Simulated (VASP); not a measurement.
# CdS (Hawleyite) (F-43m) in VASP: settings compared

The runs below take CdS (Hawleyite) through single point, relaxation of cell and atoms, with revPBE+D4, RPBE+D4, revPBE+D3(BJ).

All numbers are computed with VASP 6.6.1; they aren't measurements. Logs are shortened: lines on timing, memory, paths and dates and some standing lists are left out, and cuts for length are marked.

## (1) The cell of the first run

Symmetry: F-43m, No. 216, cubic system. Conventional cell: a = 5.845 Å, b = 5.845 Å, c = 5.845 Å, α = 90.00°, β = 90.00°, γ = 90.00°. Cd (site symmetry -43m) has 4 S at 2.53 Å within 3.3 Å. S (site symmetry -43m) has 4 Cd at 2.53 Å within 3.3 Å.

## (2) Single point, revPBE+D4

INCAR

```
  ALGO = Normal
  EDIFF = 1E-6
  ENCUT = 520
  GGA = RE
  ISIF = 2
  ISMEAR = -1
  IVDW = 13
  LASPH = T
  LCHARG = F
  LREAL = F
  LWAVE = F
  NBANDS = 16
  NELM = 60
  PREC = Accurate
  SIGMA = 0.05
```

KPOINTS

```
k-points
0
Gamma
  8 8 8
```

POSCAR

```
CdS
1.0
    0.0000000000      2.9225666586      2.9225666586
    2.9225666586      0.0000000000      2.9225666586
    2.9225666586      2.9225666586      0.0000000000
Cd S
1 1
Direct
    0.0000000000      0.0000000000      0.0000000000
    0.7500000000      0.7500000000      0.7500000000
```

Potentials or basis: VASP PAW PBE potentials, release 64 (Cd, S).

Launch:

```bash
> cat potpaw_PBE.64/Cd/POTCAR potpaw_PBE.64/S/POTCAR > POTCAR
> mpirun -np 1 vasp_std > vasp.out
```

OUTCAR:

```text
EDIFF = 1E-6
   ENCUT = 520
   GGA = RE
   ISIF = 2
   ISMEAR = -1
   IVDW = 13
   LASPH = T
   LREAL = F
   NELM = 60
   PREC = Accurate

 ion  position               nearest neighbor table
   1  0.000  0.000  0.000-   2 2.53   2 2.53   2 2.53   2 2.53
   2  0.750  0.750  0.750-   1 2.53   1 2.53   1 2.53   1 2.53

  LATTYP: Found a face centered cubic cell.
 ALAT       =     5.8451333172

  Lattice vectors:

 A1 = (   0.0000000000,   2.9225666586,   2.9225666586)
 A2 = (   2.9225666586,   0.0000000000,   2.9225666586)
 A3 = (   2.9225666586,   2.9225666586,   0.0000000000)

Analysis of symmetry for initial positions (statically):
=====================================================================
 Subroutine PRICEL returns:
 Original cell was already a primitive cell.

 Routine SETGRP: Setting up the symmetry group for a
 face centered cubic supercell.

 Subroutine GETGRP returns: Found 24 space group operations
 (whereof 24 operations were pure point group operations)
 out of a pool of 48 trial point group operations.

The static configuration has the point symmetry T_d .

Analysis of symmetry for dynamics (positions and initial velocities):
=====================================================================
 Subroutine PRICEL returns:
 Original cell was already a primitive cell.

 Routine SETGRP: Setting up the symmetry group for a
 face centered cubic supercell.

 Subroutine GETGRP returns: Found 24 space group operations
 (whereof 24 operations were pure point group operations)
 out of a pool of 48 trial point group operations.

The dynamic configuration has the point symmetry T_d .

 Subroutine INISYM returns: Found 24 space group operations
 (whereof 24 operations are pure point group operations),
 and found     1 'primitive' translations

----------------------------------------------------------------------------------------

                                     Primitive cell

  volume of cell :      49.9256

  direct lattice vectors                    reciprocal lattice vectors
     0.000000000  2.922566659  2.922566659    -0.171082496  0.171082496  0.171082496
     2.922566659  0.000000000  2.922566659     0.171082496 -0.171082496  0.171082496
     2.922566659  2.922566659  0.000000000     0.171082496  0.171082496 -0.171082496

  length of vectors
     4.133133406  4.133133406  4.133133406     0.296323576  0.296323576  0.296323576

  position of ions in fractional coordinates (direct lattice)
     0.000000000  0.000000000  0.000000000
     0.750000000  0.750000000  0.750000000

  ion indices of the primitive-cell ions
   primitive index   ion index
                 1           1
                 2           2

----------------------------------------------------------------------------------------

 KPOINTS: k-points

Automatic generation of k-mesh.
 Grid dimensions read from file:
 generate k-points for:    8    8    8

 Generating k-lattice:

  Cartesian coordinates                     Fractional coordinates (reciprocal lattice)
    -0.021385312  0.021385312  0.021385312     0.125000000  0.000000000  0.000000000
     0.021385312 -0.021385312  0.021385312     0.000000000  0.125000000  0.000000000
     0.021385312  0.021385312 -0.021385312     0.000000000  0.000000000  0.125000000

  Length of vectors
     0.037040447  0.037040447  0.037040447

  Shift w.r.t. Gamma in fractional coordinates (k-lattice)
     0.000000000  0.000000000  0.000000000

 Subroutine IBZKPT returns following result:
 ===========================================

 Found     29 irreducible k-points:

 Following reciprocal coordinates:
            Coordinates               Weight
  0.000000  0.000000  0.000000      1.000000
  0.125000  0.000000  0.000000      8.000000
  0.250000  0.000000  0.000000      8.000000
  0.375000  0.000000  0.000000      8.000000
  0.500000  0.000000  0.000000      4.000000
  0.125000  0.125000  0.000000      6.000000
[... 16 lines left out ...]
  0.500000  0.250000  0.125000     48.000000
 -0.375000  0.250000  0.125000     24.000000
 [... further k-points ...]
   k-points           NKPTS =     29   k-points in BZ     NKDIM =     29   number of bands    NBANDS=     16
   number of dos      NEDOS =    301   number of ions     NIONS =      2
   total plane-waves  NPLWV =  32768
   dimension x,y,z NGX =    32 NGY =   32 NGZ =   32
   dimension x,y,z NGXF=    64 NGYF=   64 NGZF=   64
   ions per type =               1   1
   NGX,Y,Z   is equivalent  to a cutoff of  12.87, 12.87, 12.87 a.u.
   NGXF,Y,Z  is equivalent  to a cutoff of  25.74, 25.74, 25.74 a.u.
 SYSTEM =  unknown system
   PREC   = accura    normal or accurate (medium, high low for compatibility)
   ISTART =      0    job   : 0-new  1-cont  2-samecut
   ICHARG =      2    charge: 1-file 2-atom 10-const
   ISPIN  =      1    spin polarized calculation?
   LNONCOLLINEAR =      F non collinear calculations
   LSORBIT =      F    spin-orbit coupling
   LASPH  =      T    aspherical Exc in radial PAW
   ENCUT  =  520.0 eV  38.22 Ry    6.18 a.u.   7.68  7.68  7.68*2*pi/ulx,y,z
   NELM   =     60;   NELMIN=  2; NELMDL= -5     # of ELM steps
   EDIFF  = 0.1E-05   stopping-criterion for ELM
   LREAL  =      F    real-space projection
   EDIFFG = 0.1E-04   stopping-criterion for IOM
   NSW    =      0    number of steps for IOM
   IBRION =     -1    ionic relax: 0-MD 1-quasi-New 2-CG
   NFREE  =      0    steps in history (QN), initial steepest desc. (CG)
   ISIF   =      2    stress and relaxation
   ISYM   =      2    0-nonsym 1-usesym 2-fastsym
   POTIM  = 0.5000    time-step for ionic-motion
   TEBEG  =    0.0;   TEEND  =   0.0 temperature during run
   PSTRESS=    0.0 pullay stress
   NELECT =      18.0000    total number of electrons
   NUPDOWN=      -1.0000    fix difference up-down
   EMIN   =  10.00;   EMAX   =-10.00  energy-range for DOS
   EFERMI =   0.00;   METHOD = LEGACY
   ISMEAR =    -1;   SIGMA  =   0.05  broadening in eV -4-tet -1-fermi 0-gaus
   EFERMI_NEDOS =   21; number of points for ismear=-14 and -15
   IALGO  =     38    algorithm
   IMIX   =      4    mixing-type and parameters
     AMIX     =   0.40;   BMIX     =  1.00
     AMIX_MAG =   1.60;   BMIX_MAG =  1.00
  volume/ion in A,a.u.               =      24.96       168.46
  Fermi-wavevector in a.u.,A,eV,Ry     =   1.165175  2.201862 18.471723  1.357633
  Thomas-Fermi vector in A             =   2.301704
   LORBIT       =      0    0 simple, 1 ext, 2 COOP (PROOUT), +10 PAW based schemes
   GGA     = RE    functional components
   LHFCALC =     F    Hartree Fock is set to
   AEXX    =    0.0000 exact exchange contribution
   IVDW    =    13    specifies the selected vdW correction
   LEPSILON=     F    determine dielectric tensor
   LRPA    =     F    only Hartree local field effects (RPA)
 non-spin polarized calculation
  energy-cutoff  :      520.00
  volume of cell :       49.93
 maximum number of plane-waves:      1363
   NGX = 15   NGY = 15   NGZ = 15

 number of electron      18.0000005 magnetization

 Free energy of the ion-electron system (eV)
  ---------------------------------------------------
  ext. energy  EPLUGINS =         0.00000000
  ---------------------------------------------------
  free energy    TOTEN  =        -5.54118768 eV

  energy without entropy =       -5.54118765  energy(sigma->0) =       -5.54118766

 E-fermi :   2.0247     XC(G=0):  -8.9358

 val. band max:        1.3490464630   @ k =   0.0000   0.0000   0.0000
 cond. band min:       2.6214670440   @ k =   0.0000   0.0000   0.0000
 fundamental gap:      1.2724205810
 Fermi energy:         2.0246565032

 k-point     1 :       0.0000    0.0000    0.0000
  band No.  band energies     occupation
      1     -10.9645      2.00000
      2      -6.3560      2.00000
      3      -6.3560      2.00000
      4      -6.3560      2.00000
      5      -5.8870      2.00000
      6      -5.8870      2.00000
[... 8 lines left out ...]
     15      12.8165      0.00000
     16      12.9663      0.00000

 k-point     2 :       0.1250    0.0000    0.0000
  band No.  band energies     occupation
      1     -10.9043      2.00000
      2      -6.3340      2.00000
      3      -6.3340      2.00000
      4      -6.3013      2.00000
      5      -5.8879      2.00000
      6      -5.8879      2.00000
[... 8 lines left out ...]
     15      12.2581      0.00000
     16      13.5334      0.00000

 k-point     3 :       0.2500    0.0000    0.0000
  band No.  band energies     occupation
      1     -10.7582      2.00000
      2      -6.2863      2.00000
      3      -6.2863      2.00000
      4      -6.1077      2.00000
      5      -5.8824      2.00000
      6      -5.8824      2.00000
[... 8 lines left out ...]
     15      12.0343      0.00000
     16      12.8713      0.00000

 k-point     4 :       0.3750    0.0000    0.0000
  band No.  band energies     occupation
      1     -10.6124      2.00000
      2      -6.2493      2.00000
      3      -6.2493      2.00000
      4      -5.8628      2.00000
      5      -5.8628      2.00000
      6      -5.7580      2.00000
[... 8 lines left out ...]
     15      12.8768      0.00000
     16      12.8768      0.00000
[... 324 lines left out ...]
 k-point    22 :       0.3750    0.2500    0.1250
  band No.  band energies     occupation
      1     -10.6510      2.00000
      2      -6.2345      2.00000
      3      -6.2089      2.00000
      4      -6.0433      2.00000
      5      -5.8777      2.00000
      6      -5.8261      2.00000
[... 8 lines left out ...]
     15      13.3643      0.00000
     16      15.3542      0.00000

 k-point    23 :       0.5000    0.2500    0.1250
  band No.  band energies     occupation
      1     -10.5365      2.00000
      2      -6.1990      2.00000
      3      -6.1743      2.00000
      4      -5.9489      2.00000
      5      -5.8535      2.00000
      6      -5.5942      2.00000
[... 8 lines left out ...]
     15      14.2268      0.00000
     16      14.4569      0.00000

 k-point    24 :      -0.3750    0.2500    0.1250
  band No.  band energies     occupation
      1     -10.4898      2.00000
      2      -6.1940      2.00000
      3      -6.1580      2.00000
      4      -5.9103      2.00000
      5      -5.8603      2.00000
      6      -5.3982      2.00000
[... 8 lines left out ...]
     15      13.7171      0.00000
     16      14.5195      0.00000

 [... further k-points ...]

------------------------ aborting loop because EDIFF is reached ----------------------------------------

  DFT-D4 for vdW energy calculation

  Edisp (eV):   -1.08220

  FORCE on cell =-STRESS in cart. coord.  units (eV):
  Direction    XX          YY          ZZ          XY          YZ          ZX
  --------------------------------------------------------------------------------------
  -------------------------------------------------------------------------------------
  Total       0.11230     0.11230     0.11230    -0.00000     0.00000     0.00000
  in kB       3.60394     3.60394     3.60394    -0.00000     0.00000     0.00000
  external pressure =        3.60 kB  Pullay stress =        0.00 kB

 VOLUME and BASIS-vectors are now :
 -----------------------------------------------------------------------------
  energy-cutoff  :      520.00
  volume of cell :       49.93
      direct lattice vectors                 reciprocal lattice vectors
     0.000000000  2.922566659  2.922566659    -0.171082496  0.171082496  0.171082496
     2.922566659  0.000000000  2.922566659     0.171082496 -0.171082496  0.171082496
     2.922566659  2.922566659  0.000000000     0.171082496  0.171082496 -0.171082496

 POSITION                                       TOTAL-FORCE (eV/Angst)
 -----------------------------------------------------------------------------------
      0.00000      0.00000      0.00000         0.000000      0.000000      0.000000
      4.38385      4.38385      4.38385        -0.000000     -0.000000     -0.000000
 -----------------------------------------------------------------------------------
    total drift:                                0.000001      0.000001      0.000000

  FREE ENERGIE OF THE ION-ELECTRON SYSTEM (eV)
  ---------------------------------------------------
  free  energy   TOTEN  =        -6.6233838189 eV

  energy  without entropy=       -6.6233837824  energy(sigma->0) =       -6.62338380
```

Run time: 28 s. Hardware: 1 thread of Intel Xeon 8259CL, shared host; peak memory 0.18 GiB.

What came out:

* Free energy: -6.6234 eV
* Pressure: 0.4 GPa
* Band gap on the k mesh: 1.27 eV, direct
* Dispersion energy per atom: -0.541 eV

Caveat: the PAW data sets were made with another functional, which shifts forces and pressure a little. Expect the measured gap to be larger: semilocal functionals such as revPBE lack the derivative discontinuity.

## (3) Relaxation of cell and atoms, RPBE+D4

This run uses another cell than the first one, of 24.81 Å³/atom, 0.994 times its volume.

INCAR

```
SYSTEM = CdS
PREC = Accurate
ENCUT = 600
EDIFF = 1E-6
ISMEAR = -1
SIGMA = 0.05
LREAL = .False.
LASPH = .True.
NELM = 60
ALGO = Normal
ISIF = 3
LWAVE = .False.
LCHARG = .False.
GGA = RP
IVDW = 13
IBRION = 2
NSW = 60
EDIFFG = -0.01
```

KPOINTS

```
Automatic mesh
0
Gamma
  8 8 8
  0 0 0
```

POSCAR

```
CdS
1.0
    0.0000000000      2.9165000000      2.9165000000
    2.9165000000      0.0000000000      2.9165000000
    2.9165000000      2.9165000000      0.0000000000
Cd S
1 1
Direct
    0.0000000000      0.0000000000      0.0000000000
    0.7500000000      0.7500000000      0.7500000000
```

Potentials or basis: VASP PAW PBE potentials, release 64 (Cd, S).

Launch:

```bash
> cat potpaw_PBE.64/Cd/POTCAR potpaw_PBE.64/S/POTCAR > POTCAR
> mpirun -np 1 vasp_std > vasp.out
```

Run time: 81 s. Hardware: 1 thread of Intel Xeon 8259CL, shared host; peak memory 0.23 GiB.

It converged, with:

| Property | Result |
| --- | --- |
| Free energy | -6.6512 eV |
| Relaxed volume | 25.20 Å³/atom |
| Relaxed cell | a = 4.146 Å, b = 4.146 Å, c = 4.146 Å, α = 60.00°, β = 60.00°, γ = 60.00° |
| Space group after relaxing (to 0.05 Å) | F-43m (No. 216) |
| Energy gained by relaxing | 1.1 meV/atom |
| Ionic steps | 3 |
| Pressure after relaxing | 0.0 GPa |
| Band gap on the k mesh | 1.30 eV, direct |
| Dispersion energy per atom | -0.588 eV |

The path:
| step | energy change (eV) | largest force (eV/Å) | pressure (GPa) | volume (Å³) |
| --- | --- | --- | --- | --- |
| 1 | 0.0000 | 0.0000 | 0.92 | 49.62 |
| 2 | -0.0020 | 0.0000 | -0.27 | 50.64 |
| 3 | -0.0022 | 0.0000 | 0.02 | 50.40 |

Final structure:
```xyz
2
Lattice="0.0000 2.9318 2.9318 2.9318 0.0000 2.9318 2.9318 2.9318 0.0000" Properties=species:S:1:pos:R:3 pbc="T T T"
Cd    0.0000    0.0000    0.0000
S     4.3976    4.3976    4.3976
```

Levels at points of the mesh, in eV from the valence-band top:
```tsv
k point	band 7	band 8	band 9	band 10	band 11	band 12
(0.00, 0.00, 0.00)	0.00	0.00	0.00	1.30	6.63	6.63
(0.50, 0.00, 0.00)	-4.24	-0.72	-0.72	3.13	7.10	7.10
(0.50, 0.50, 0.00)	-3.84	-1.80	-1.80	3.77	4.43	9.39
```

Caveat: the PAW data sets were made with another functional, which shifts forces and pressure a little.

## (4) Relaxation of cell and atoms, revPBE+D3(BJ)

This run uses another cell than the first one, of 24.81 Å³/atom, 0.994 times its volume.

INCAR

```
SYSTEM = CdS
  ALGO = Normal
  EDIFF = 1E-6
  EDIFFG = -0.01
  ENCUT = 600
  GGA = RE
  IBRION = 2
  ISIF = 3
  ISMEAR = -1
  IVDW = 12
  LASPH = .True.
  LCHARG = .False.
  LREAL = .False.
  LWAVE = .False.
  NELM = 100
  NSW = 60
  PREC = Accurate
  SIGMA = 0.05
```

KPOINTS

```
k-points
0
Gamma
  8 8 8
  0 0 0
```

POSCAR is that of step 3.

Launch:

```bash
> cat potpaw_PBE.64/Cd/POTCAR potpaw_PBE.64/S/POTCAR > POTCAR
> mpirun -np 1 vasp_std > vasp.out
```

It took 75 s on 1 thread of Intel Xeon 8259CL, shared host; peak memory 0.23 GiB.

The run converged. Its results:

```yaml
Free_energy: -6.7143 eV
Relaxed_volume: 24.96 Å³/atom
Relaxed_cell: a = 4.133 Å, b = 4.133 Å, c = 4.133 Å, α = 60.00°, β = 60.00°, γ = 60.00°
Space_group_after_relaxing_to_0.05_Å: F-43m (No. 216)
Energy_gained_by_relaxing: 0.2 meV/atom
Ionic_steps: 3
Pressure_after_relaxing: 0.0 GPa
Band_gap_on_the_k_mesh: 1.27 eV, direct
Dispersion_energy_per_atom: -0.587 eV
```

Step by step:
| step | energy change (eV) | largest force (eV/Å) | pressure (GPa) | volume (Å³) |
| --- | --- | --- | --- | --- |
| 1 | 0.0000 | 0.0000 | 0.37 | 49.62 |
| 2 | -0.0003 | 0.0000 | -0.12 | 50.03 |
| 3 | -0.0004 | 0.0000 | 0.00 | 49.92 |

Final structure:
```
Cd S
1.0
     0.00000    2.92253    2.92253
     2.92253    0.00000    2.92253
     2.92253    2.92253    0.00000
Cd S
1 1
Direct
  0.00000 0.00000 0.00000
  0.75000 0.75000 0.75000
```

Levels at points of the mesh, in eV from the valence-band top:
```
           k point  band 7  band 8  band 9  band 10  band 11  band 12
(0.00, 0.00, 0.00)    0.00    0.00    0.00     1.27     6.61     6.61
(0.50, 0.00, 0.00)   -4.32   -0.74   -0.74     3.11     7.07     7.07
(0.50, 0.50, 0.00)   -3.89   -1.84   -1.84     3.70     4.42     9.37
```

Caveat: the PAW data sets were made with another functional, which shifts forces and pressure a little.

## (5) Relaxation of cell and atoms, revPBE+D4

This run uses another cell than the first one, of 24.81 Å³/atom, 0.994 times its volume.

INCAR

```
SYSTEM = CdS
PREC = Accurate ; ENCUT = 600
EDIFF = 1E-6 ; ISMEAR = -1
SIGMA = 0.05 ; LREAL = .FALSE.
LASPH = .TRUE. ; NELM = 80
ALGO = Normal ; ISIF = 3
LWAVE = .FALSE. ; LCHARG = .FALSE.
GGA = RE ; IVDW = 13
IBRION = 2 ; NSW = 60
EDIFFG = -0.01
```

KPOINTS

```
Automatic mesh
0
G
  8 8 8
  0 0 0
```

POSCAR is that of step 4.

Launch:

```bash
> cat potpaw_PBE.64/Cd/POTCAR potpaw_PBE.64/S/POTCAR > POTCAR
> mpirun -np 1 vasp_std > vasp.out
```

Run time: 78 s. Hardware: 1 thread of Intel Xeon 8259CL, shared host; peak memory 0.23 GiB.

The run converged. Its results:

```yaml
Free_energy: -6.6234 eV
Relaxed_volume: 25.10 Å³/atom
Relaxed_cell: a = 4.141 Å, b = 4.141 Å, c = 4.141 Å, α = 60.00°, β = 60.00°, γ = 60.00°
Space_group_after_relaxing_to_0.05_Å: F-43m (No. 216)
Energy_gained_by_relaxing: 0.6 meV/atom
Ionic_steps: 3
Pressure_after_relaxing: 0.0 GPa
Band_gap_on_the_k_mesh: 1.26 eV, direct
Dispersion_energy_per_atom: -0.538 eV
```

The path:
```tsv
step	energy change (eV)	largest force (eV/Å)	pressure (GPa)	volume (Å³)
1	0.0000	0.0000	0.70	49.62
2	-0.0011	0.0000	-0.22	50.40
3	-0.0013	0.0000	0.00	50.20
```

Final structure:
```xyz
2
Lattice="0.0000 2.9280 2.9280 2.9280 0.0000 2.9280 2.9280 2.9280 0.0000" Properties=species:S:1:pos:R:3 pbc="T T T"
Cd    0.0000    0.0000    0.0000
S     4.3920    4.3920    4.3920
```

Levels at points of the mesh, in eV from the valence-band top:
| k point | band 7 | band 8 | band 9 | band 10 | band 11 | band 12 |
| --- | --- | --- | --- | --- | --- | --- |
| (0.00, 0.00, 0.00) | 0.00 | 0.00 | 0.00 | 1.26 | 6.61 | 6.61 |
| (0.50, 0.00, 0.00) | -4.29 | -0.73 | -0.73 | 3.10 | 7.07 | 7.07 |
| (0.50, 0.50, 0.00) | -3.87 | -1.82 | -1.82 | 3.71 | 4.41 | 9.35 |

Caveat: the PAW data sets were made with another functional, which shifts forces and pressure a little. Zero-point motion and thermal expansion aren't in these numbers.

## (6) Summary

| task | level | cell | cutoff (eV) | gap on the mesh (eV) | pressure (GPa) | relaxed volume (Å³/atom) |
| --- | --- | --- | --- | --- | --- | --- |
| single point | revPBE+D4 | a = 4.133 Å, angles 60.0°, 2 atoms | 520 | 1.27 | 0.4 | - |
| relaxation of cell and atoms | RPBE+D4 | relaxed from a = 4.125 Å, angles 60.0°, 2 atoms | 600 | 1.30 | 0.0 | 25.20 |
| relaxation of cell and atoms | revPBE+D3(BJ) | relaxed from a = 4.125 Å, angles 60.0°, 2 atoms | 600 | 1.27 | 0.0 | 24.96 |
| relaxation of cell and atoms | revPBE+D4 | relaxed from a = 4.125 Å, angles 60.0°, 2 atoms | 600 | 1.26 | 0.0 | 25.10 |

Alike in all rows: potentials or basis VASP PAW PBE potentials, release 64 (Cd, S); no spin polarisation; k mesh 8 × 8 × 8; smearing fermi-dirac 0.05 eV.

Caveats: the PAW data sets were made with another functional, which shifts forces and pressure a little.

Total energies depend on the potentials used, so only differences within one code and one set of settings carry meaning.
